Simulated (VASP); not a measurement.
Y:

```
Y
1.0
     0.00000    2.55199    2.55199
     2.55199    0.00000    2.55199
     2.55199    2.55199    0.00000
Y
1
Direct
  0.00000 0.00000 0.00000
```

Base run:

| Property | Result |
| --- | --- |
| Program | VASP 6.6.1 |
| Functional | PBE |
| Potentials or basis | VASP PAW PBE potentials, release 64 (Y_sv) |
| Cutoff | 520 eV |
| k mesh | 9 × 9 × 9 |
| Occupations | fermi-dirac, width 0.05 eV |
| Spin | no spin polarisation |

Its results: pressure -1.0 GPa.

The run is repeated on the same cell with these changes: dispersion from none to D3(BJ). What comes out?

Pressure -2.6 GPa.

Dispersion adds attraction, which lowers the pressure at fixed volume and, as a term added to the energy, leaves the levels alone.

Caveats: three body term missing (some runs); pairwise dispersion overbinds metals, which lowers pressure and volume (some runs).
